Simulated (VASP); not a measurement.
# LiH (Fm-3m) in VASP: a series of runs

The runs below take LiH through single point, with PBE, LDA, r2SCAN, HSE06.

Everything below comes from runs of VASP 6.6.1. Logs are shortened: lines on timing, memory, paths and dates and some standing lists are left out, and cuts for length are marked.

## (1) The cell of the first run

It takes space group Fm-3m (No. 225, cubic). The conventional cell has a = 3.997 Å, b = 3.997 Å, c = 3.997 Å, α = 90.00°, β = 90.00°, γ = 90.00°. Within 2.6 Å of Li (site symmetry m-3m) lie 6 H at 2.00 Å. Within 2.6 Å of H (site symmetry m-3m) lie 6 Li at 2.00 Å.

## (2) Single point, PBE

Contents of INCAR:

```
  PREC = Accurate
  ENCUT = 520
  EDIFF = 1E-6
  ISMEAR = 0
  SIGMA = 0.01
  LREAL = F
  LASPH = T
  NELM = 100
  ALGO = Normal
  ISIF = 2
  LWAVE = F
  LCHARG = T
  GGA = PE
  LELF = T
  LVHAR = T
  NBANDS = 9
```

Contents of KPOINTS:

```
Automatic mesh
0
Gamma
  6 6 6
```

Contents of POSCAR:

```
LiH
1.0
    0.0000000000      1.9984726907      1.9984726907
    1.9984726907      0.0000000000      1.9984726907
    1.9984726907      1.9984726907      0.0000000000
Li H
1 1
Direct
    0.0000000000      0.0000000000      0.0000000000
    0.5000000000      0.5000000000      0.5000000000
```

Potentials or basis: VASP PAW PBE potentials, release 64 (Li_sv, H).

Run with:

```
cat potpaw_PBE.64/Li_sv/POTCAR potpaw_PBE.64/H/POTCAR > POTCAR
mpirun -np 1 vasp_std > vasp.out
```

OUTCAR:

```text
PREC = Accurate
   ENCUT = 520
   EDIFF = 1E-6
   ISMEAR = 0
   LREAL = F
   LASPH = T
   NELM = 100
   ISIF = 2
   GGA = PE

 ion  position               nearest neighbor table
   1  0.000  0.000  0.000-
   2  0.500  0.500  0.500-

  LATTYP: Found a face centered cubic cell.
 ALAT       =     3.9969453814

  Lattice vectors:

 A1 = (   0.0000000000,   1.9984726907,   1.9984726907)
 A2 = (   1.9984726907,   0.0000000000,   1.9984726907)
 A3 = (   1.9984726907,   1.9984726907,   0.0000000000)

Analysis of symmetry for initial positions (statically):
=====================================================================
 Subroutine PRICEL returns:
 Original cell was already a primitive cell.

 Routine SETGRP: Setting up the symmetry group for a
 face centered cubic supercell.

 Subroutine GETGRP returns: Found 48 space group operations
 (whereof 48 operations were pure point group operations)
 out of a pool of 48 trial point group operations.

The static configuration has the point symmetry O_h .

Analysis of symmetry for dynamics (positions and initial velocities):
=====================================================================
 Subroutine PRICEL returns:
 Original cell was already a primitive cell.

 Routine SETGRP: Setting up the symmetry group for a
 face centered cubic supercell.

 Subroutine GETGRP returns: Found 48 space group operations
 (whereof 48 operations were pure point group operations)
 out of a pool of 48 trial point group operations.

The dynamic configuration has the point symmetry O_h .

 Subroutine INISYM returns: Found 48 space group operations
 (whereof 48 operations are pure point group operations),
 and found     1 'primitive' translations

----------------------------------------------------------------------------------------

                                     Primitive cell

  volume of cell :      15.9634

  direct lattice vectors                    reciprocal lattice vectors
     0.000000000  1.998472691  1.998472691    -0.250191060  0.250191060  0.250191060
     1.998472691  0.000000000  1.998472691     0.250191060 -0.250191060  0.250191060
     1.998472691  1.998472691  0.000000000     0.250191060  0.250191060 -0.250191060

  length of vectors
     2.826267183  2.826267183  2.826267183     0.433343627  0.433343627  0.433343627

  position of ions in fractional coordinates (direct lattice)
     0.000000000  0.000000000  0.000000000
     0.500000000  0.500000000  0.500000000

  ion indices of the primitive-cell ions
   primitive index   ion index
                 1           1
                 2           2

----------------------------------------------------------------------------------------

 KPOINTS: Automatic mesh

Automatic generation of k-mesh.
 Grid dimensions read from file:
 generate k-points for:    6    6    6

 Generating k-lattice:

  Cartesian coordinates                     Fractional coordinates (reciprocal lattice)
    -0.041698510  0.041698510  0.041698510     0.166666667  0.000000000  0.000000000
     0.041698510 -0.041698510  0.041698510     0.000000000  0.166666667  0.000000000
     0.041698510  0.041698510 -0.041698510     0.000000000  0.000000000  0.166666667

  Length of vectors
     0.072223938  0.072223938  0.072223938

  Shift w.r.t. Gamma in fractional coordinates (k-lattice)
     0.000000000  0.000000000  0.000000000

 Subroutine IBZKPT returns following result:
 ===========================================

 Found     16 irreducible k-points:

 Following reciprocal coordinates:
            Coordinates               Weight
  0.000000  0.000000  0.000000      1.000000
  0.166667  0.000000  0.000000      8.000000
  0.333333  0.000000  0.000000      8.000000
  0.500000  0.000000  0.000000      4.000000
  0.166667  0.166667  0.000000      6.000000
  0.333333  0.166667  0.000000     24.000000
  0.500000  0.166667  0.000000     24.000000
 -0.333333  0.166667  0.000000     24.000000
 -0.166667  0.166667  0.000000     12.000000
  0.333333  0.333333  0.000000      6.000000
  0.500000  0.333333  0.000000     24.000000
 -0.333333  0.333333  0.000000     12.000000
  0.500000  0.500000  0.000000      3.000000
  0.500000  0.333333  0.166667     24.000000
 -0.333333  0.333333  0.166667     24.000000
 -0.333333  0.500000  0.166667     12.000000
   k-points           NKPTS =     16   k-points in BZ     NKDIM =     16   number of bands    NBANDS=      9
   number of dos      NEDOS =    301   number of ions     NIONS =      2
   total plane-waves  NPLWV =  13824
   dimension x,y,z NGX =    24 NGY =   24 NGZ =   24
   dimension x,y,z NGXF=    48 NGYF=   48 NGZF=   48
   ions per type =               1   1
   NGX,Y,Z   is equivalent  to a cutoff of  14.12, 14.12, 14.12 a.u.
   NGXF,Y,Z  is equivalent  to a cutoff of  28.23, 28.23, 28.23 a.u.
 SYSTEM =  unknown system
   PREC   = accura    normal or accurate (medium, high low for compatibility)
   ISTART =      0    job   : 0-new  1-cont  2-samecut
   ICHARG =      2    charge: 1-file 2-atom 10-const
   ISPIN  =      1    spin polarized calculation?
   LNONCOLLINEAR =      F non collinear calculations
   LSORBIT =      F    spin-orbit coupling
   LASPH  =      T    aspherical Exc in radial PAW
   ENCUT  =  520.0 eV  38.22 Ry    6.18 a.u.   5.25  5.25  5.25*2*pi/ulx,y,z
   NELM   =    100;   NELMIN=  2; NELMDL= -5     # of ELM steps
   EDIFF  = 0.1E-05   stopping-criterion for ELM
   LREAL  =      F    real-space projection
   EDIFFG = 0.1E-04   stopping-criterion for IOM
   NSW    =      0    number of steps for IOM
   IBRION =     -1    ionic relax: 0-MD 1-quasi-New 2-CG
   NFREE  =      0    steps in history (QN), initial steepest desc. (CG)
   ISIF   =      2    stress and relaxation
   ISYM   =      2    0-nonsym 1-usesym 2-fastsym
   POTIM  = 0.5000    time-step for ionic-motion
   TEBEG  =    0.0;   TEEND  =   0.0 temperature during run
   PSTRESS=    0.0 pullay stress
   NELECT =       4.0000    total number of electrons
   NUPDOWN=      -1.0000    fix difference up-down
   EMIN   =  10.00;   EMAX   =-10.00  energy-range for DOS
   EFERMI =   0.00;   METHOD = LEGACY
   ISMEAR =     0;   SIGMA  =   0.01  broadening in eV -4-tet -1-fermi 0-gaus
   EFERMI_NEDOS =   21; number of points for ismear=-14 and -15
   IALGO  =     38    algorithm
[... 56 lines left out ...]
      5      17.2843      0.00000
      6      17.2843      0.00000
      7      22.7368      0.00000
      8      24.1020      0.00000
      9      24.1020      0.00000

 k-point     3 :       0.3333    0.0000    0.0000
  band No.  band energies     occupation
      1     -44.1160      2.00000
      2      -3.5368      2.00000
      3       7.4873      0.00000
      4      14.5208      0.00000
      5      16.6557      0.00000
      6      16.6557      0.00000
      7      20.8181      0.00000
      8      20.8181      0.00000
      9      25.3039      0.00000

 k-point     4 :       0.5000    0.0000    0.0000
  band No.  band energies     occupation
      1     -44.1041      2.00000
      2      -2.5196      2.00000
      3       5.0753      0.00000
      4      13.8710      0.00000
      5      16.7133      0.00000
      6      16.7133      0.00000
      7      19.2967      0.00000
      8      19.2967      0.00000
      9      27.5996      0.00000

 k-point     5 :       0.1667    0.1667    0.0000
  band No.  band energies     occupation
      1     -44.1362      2.00000
      2      -4.6615      2.00000
      3      13.4164      0.00000
      4      14.8979      0.00000
      5      14.8979      0.00000
      6      18.3240      0.00000
      7      18.7540      0.00000
      8      24.9358      0.00000
      9      27.6088      0.00000

 k-point     6 :       0.3333    0.1667    0.0000
  band No.  band energies     occupation
      1     -44.1164      2.00000
      2      -3.5375      2.00000
      3       9.0366      0.00000
      4      12.3442      0.00000
      5      13.7178      0.00000
      6      17.4622      0.00000
      7      20.4078      0.00000
      8      24.7163      0.00000
      9      26.2586      0.00000

 k-point     7 :       0.5000    0.1667    0.0000
  band No.  band energies     occupation
      1     -44.1005      2.00000
      2      -2.1086      2.00000
      3       5.4526      0.00000
      4      10.7091      0.00000
      5      13.9825      0.00000
      6      16.2980      0.00000
      7      23.4982      0.00000
      8      23.6479      0.00000
      9      26.2935      0.00000

 k-point     8 :      -0.3333    0.1667    0.0000
  band No.  band energies     occupation
      1     -44.1044      2.00000
      2      -2.5514      2.00000
      3       6.4105      0.00000
      4      10.3226      0.00000
      5      15.6794      0.00000
      6      15.9397      0.00000
      7      22.0742      0.00000
      8      25.2507      0.00000
      9      26.4800      0.00000

 k-point     9 :      -0.1667    0.1667    0.0000
  band No.  band energies     occupation
      1     -44.1243      2.00000
      2      -4.0426      2.00000
      3      10.9792      0.00000
      4      11.2018      0.00000
      5      16.5065      0.00000
      6      18.2742      0.00000
      7      21.6737      0.00000
      8      23.2980      0.00000
      9      24.9335      0.00000

 k-point    10 :       0.3333    0.3333    0.0000
  band No.  band energies     occupation
      1     -44.1049      2.00000
      2      -2.5578      2.00000
      3       7.5120      0.00000
      4      11.9891      0.00000
      5      11.9891      0.00000
      6      15.2066      0.00000
      7      17.5973      0.00000
      8      30.2158      0.00000
      9      32.0870      0.00000

 k-point    11 :       0.5000    0.3333    0.0000
  band No.  band energies     occupation
      1     -44.0932      2.00000
      2      -0.9644      2.00000
      3       4.8625      0.00000
      4       9.0085      0.00000
      5      11.7476      0.00000
      6      16.5943      0.00000
      7      18.9139      0.00000
      8      29.9577      0.00000
      9      31.4734      0.00000

 k-point    12 :      -0.3333    0.3333    0.0000
  band No.  band energies     occupation
      1     -44.0930      2.00000
      2      -0.9685      2.00000
      3       5.1561      0.00000
      4       7.4460      0.00000
      5      13.0110      0.00000
      6      16.2351      0.00000
      7      24.3309      0.00000
      8      26.8543      0.00000
      9      29.3276      0.00000

 k-point    13 :       0.5000    0.5000    0.0000
  band No.  band energies     occupation
      1     -44.0897      2.00000
      2       0.1343      2.00000
      3       3.1057      0.00000
      4      10.9898      0.00000
      5      10.9898      0.00000
      6      14.1644      0.00000
      7      17.5288      0.00000
      8      35.0992      0.00000
      9      35.0993      0.00000

 k-point    14 :       0.5000    0.3333    0.1667
  band No.  band energies     occupation
      1     -44.1008      2.00000
      2      -2.1406      2.00000
      3       7.3422      0.00000
      4       8.1892      0.00000
      5      13.0912      0.00000
      6      17.5006      0.00000
      7      21.0452      0.00000
      8      25.4480      0.00000
      9      29.4262      0.00000

 k-point    15 :      -0.3333    0.3333    0.1667
  band No.  band energies     occupation
      1     -44.0929      2.00000
      2      -0.9760      2.00000
      3       5.3216      0.00000
      4       7.2323      0.00000
      5      12.6827      0.00000
      6      17.1607      0.00000
      7      24.1141      0.00000
      8      25.8932      0.00000
      9      27.8449      0.00000

 k-point    16 :      -0.3333    0.5000    0.1667
  band No.  band energies     occupation
      1     -44.0893      2.00000
      2      -0.0444      2.00000
      3       4.1314      0.00000
      4       7.1688      0.00000
      5      11.7467      0.00000
      6      17.7618      0.00000
      7      20.0429      0.00000
      8      29.1765      0.00000
      9      29.4139      0.00000

------------------------ aborting loop because EDIFF is reached ----------------------------------------

  FORCE on cell =-STRESS in cart. coord.  units (eV):
  Direction    XX          YY          ZZ          XY          YZ          ZX
  --------------------------------------------------------------------------------------
  -------------------------------------------------------------------------------------
  Total        0.0067054      0.0067054      0.0067054      0.0000000     -0.0000000     -0.0000000
  in kB        0.6729946      0.6729946      0.6729946      0.0000000     -0.0000000     -0.0000000
  external PRESSURE =       0.6729946 kB  Pullay stress =       0.0000000 kB

 VOLUME and BASIS-vectors are now :
 -----------------------------------------------------------------------------
  energy-cutoff  :      520.00
  volume of cell :       15.96
      direct lattice vectors                 reciprocal lattice vectors
     0.000000000  1.998472691  1.998472691    -0.250191060  0.250191060  0.250191060
     1.998472691  0.000000000  1.998472691     0.250191060 -0.250191060  0.250191060
     1.998472691  1.998472691  0.000000000     0.250191060  0.250191060 -0.250191060

 POSITION                                       TOTAL-FORCE (eV/Angst)
 -----------------------------------------------------------------------------------
      0.00000      0.00000      0.00000        -0.000000      0.000000      0.000000
      1.99847      1.99847      1.99847         0.000000     -0.000000     -0.000000
 -----------------------------------------------------------------------------------
    total drift:                                0.000000     -0.000000     -0.000000

  FREE ENERGIE OF THE ION-ELECTRON SYSTEM (eV)
  ---------------------------------------------------
  free  energy   TOTEN  =        -6.1260038382 eV

  energy  without entropy=       -6.1260038382  energy(sigma->0) =       -6.12600384
```

Run time: 3.1 s. Hardware: 1 thread of Intel Xeon 6975P-C, shared host; peak memory 0.13 GiB.

Results:

| Item | Value |
| --- | --- |
| Free energy | -6.1260 eV |
| Band gap on the k mesh | 2.97 eV, direct |

Caveat: the k points lie up to 0.45 Å⁻¹ apart; the cutoff is under 1.25 times the usual one of these potentials, so pressure, stress and relaxed cells hold a basis-set (Pulay) error. A k mesh can miss the band edges.

## (3) Single point, LDA

Contents of INCAR:

```
SYSTEM = LiH
PREC = Accurate
ENCUT = 520
EDIFF = 1E-7
ISMEAR = 0
SIGMA = 0.01
LREAL = .FALSE.
LASPH = .TRUE.
NELM = 60
ALGO = Normal
ISIF = 2
LWAVE = .FALSE.
LCHARG = .FALSE.
NBANDS = 9
```

Contents of KPOINTS:

```
Automatic mesh
0
G
  6 6 6
  0 0 0
```

POSCAR is that of step 2.

Potentials or basis: VASP PAW LDA potentials, release 64 (Li_sv, H).

Run with:

```
cat potpaw_LDA.64/Li_sv/POTCAR potpaw_LDA.64/H/POTCAR > POTCAR
mpirun -np 1 vasp_std > vasp.out
```

It took 2.3 s on 1 thread of Intel Xeon 6975P-C, shared host; peak memory 0.12 GiB.

It converged, with:

```
Free energy            : -6.4869 eV
Band gap on the k mesh : 2.60 eV, direct
```

Levels at points of the mesh, in eV from the valence-band top:
```tsv
k point	band 1	band 2	band 3	band 4	band 5
(0.00, 0.00, 0.00)	-43.47	-5.59	16.24	17.49	17.49
(0.50, 0.00, 0.00)	-43.41	-2.79	4.66	13.59	16.05
(0.50, 0.50, 0.00)	-43.40	0.00	2.60	10.43	10.43
```

Caveat: the k points lie up to 0.45 Å⁻¹ apart; the cutoff is under 1.25 times the usual one of these potentials, so pressure, stress and relaxed cells hold a basis-set (Pulay) error. A k mesh can miss the band edges.

## (4) Single point, r2SCAN

POSCAR is that of step 3.

Contents of INCAR.step1:

```
ALGO = Normal ; EDIFF = 1E-4
ENCUT = 520 ; GGA = PE
ISMEAR = 0 ; LASPH = True
LCHARG = False ; LREAL = False
LWAVE = True ; NBANDS = 9
NELM = 80 ; PREC = Accurate
SIGMA = 0.01
```

Contents of INCAR.step2:

```
ALGO = Normal ; EDIFF = 1E-6
ENCUT = 520 ; ISIF = 2
ISMEAR = 0 ; ISTART = 1
LASPH = True ; LCHARG = False
LMIXTAU = True ; LREAL = False
LWAVE = False ; METAGGA = R2SCAN
NBANDS = 9 ; NELM = 80
PREC = Accurate ; SIGMA = 0.01
```

Contents of KPOINTS:

```
k-points
0
Gamma
  6 6 6
```

Potentials or basis: VASP PAW PBE potentials, release 64 (Li_sv, H).

Run with:

```
cat potpaw_PBE.64/Li_sv/POTCAR potpaw_PBE.64/H/POTCAR > POTCAR
cp INCAR.step1 INCAR
mpirun -np 1 vasp_std > vasp.out
cp INCAR.step2 INCAR
mpirun -np 1 vasp_std > vasp.out
```

Wall time 13 s (1 thread of Intel Xeon 6975P-C, shared host); peak memory 0.13 GiB.

It converged, with:

| Property | Result |
| --- | --- |
| Free energy | -6.8170 eV |
| Band gap on the k mesh | 3.58 eV, direct |

Levels at points of the mesh, in eV from the valence-band top:
| k point | band 1 | band 2 | band 3 | band 4 | band 5 | band 6 |
| --- | --- | --- | --- | --- | --- | --- |
| (0.00, 0.00, 0.00) | -45.73 | -5.48 | 17.76 | 19.49 | 19.49 | 19.49 |
| (0.50, 0.00, 0.00) | -45.68 | -2.66 | 5.69 | 15.02 | 18.24 | 18.24 |
| (0.50, 0.50, 0.00) | -45.67 | 0.00 | 3.58 | 11.79 | 11.79 | 15.10 |

Caveat: the k points lie up to 0.45 Å⁻¹ apart; the cutoff is under 1.25 times the usual one of these potentials, so pressure, stress and relaxed cells hold a basis-set (Pulay) error; the PAW data sets were made with another functional, which shifts forces and pressure a little. r2SCAN opens gaps a little over a GGA but as a rule still falls short of measured ones.

## (5) Single point, HSE06

POSCAR is that of step 4.

Contents of INCAR.step1:

```
PREC = Accurate ; ENCUT = 520
EDIFF = 1E-5 ; ISMEAR = 0
SIGMA = 0.01 ; LREAL = False
LASPH = True ; NELM = 100
ALGO = Normal ; ISIF = 2
LWAVE = True ; LCHARG = False
GGA = PE ; NBANDS = 9
```

Contents of INCAR.step2:

```
PREC = Accurate ; ENCUT = 520
EDIFF = 1E-6 ; ISMEAR = 0
SIGMA = 0.01 ; LREAL = False
LASPH = True ; NELM = 100
ALGO = Normal ; ISIF = 2
LWAVE = False ; LCHARG = False
GGA = PE ; LHFCALC = True
HFSCREEN = 0.2079 ; PRECFOCK = Normal
ISTART = 1 ; NBANDS = 9
```

Contents of KPOINTS:

```
regular mesh
0
Gamma
  6 6 6
```

Run with:

```
cat potpaw_PBE.64/Li_sv/POTCAR potpaw_PBE.64/H/POTCAR > POTCAR
cp INCAR.step1 INCAR
mpirun -np 1 vasp_std > vasp.out
cp INCAR.step2 INCAR
mpirun -np 1 vasp_std > vasp.out
```

It took 48 s on 1 thread of Intel Xeon 6975P-C, shared host; peak memory 0.23 GiB.

The run converged. Its results:

- Free energy: -6.7861 eV
- Band gap on the k mesh: 3.97 eV, direct

Levels at points of the mesh, in eV from the valence-band top:
```tsv
k point	band 1	band 2	band 3	band 4	band 5	band 6
(0.00, 0.00, 0.00)	-47.28	-6.11	18.07	19.56	19.56	19.56
(0.50, 0.00, 0.00)	-47.23	-2.90	5.98	15.34	18.10	18.10
(0.50, 0.50, 0.00)	-47.21	0.00	3.97	12.22	12.22	15.34
```

Caveat: the k points lie up to 0.45 Å⁻¹ apart; the cutoff is under 1.25 times the usual one of these potentials, so pressure, stress and relaxed cells hold a basis-set (Pulay) error; the PAW data sets were made with another functional, which shifts forces and pressure a little. A k mesh can miss the band edges.

## (6) The runs side by side

```csv
level,potentials or basis,grid for exact exchange (PRECFOCK),screening parameter,gap on the mesh (eV)
PBE,"VASP PAW PBE potentials, release 64 (Li_sv, H)",-,-,2.97
LDA,"VASP PAW LDA potentials, release 64 (Li_sv, H)",-,-,2.60
r2SCAN,"VASP PAW PBE potentials, release 64 (Li_sv, H)",-,-,3.58
HSE06,"VASP PAW PBE potentials, release 64 (Li_sv, H)",Normal,0.2079 1/Å,3.97
```

Alike in all rows: task single point; no spin polarisation; cell as given; k mesh 6 × 6 × 6; cutoff (eV) 520; smearing gaussian 0.01 eV.

Caveats: all runs use coarse meshes; the cutoff is under 1.25 times the usual one of these potentials, so pressure, stress and relaxed cells hold a basis-set (Pulay) error; the PAW data sets were made with another functional, which shifts forces and pressure a little (some runs).

Absolute energies hang on the potentials; compare differences alone.
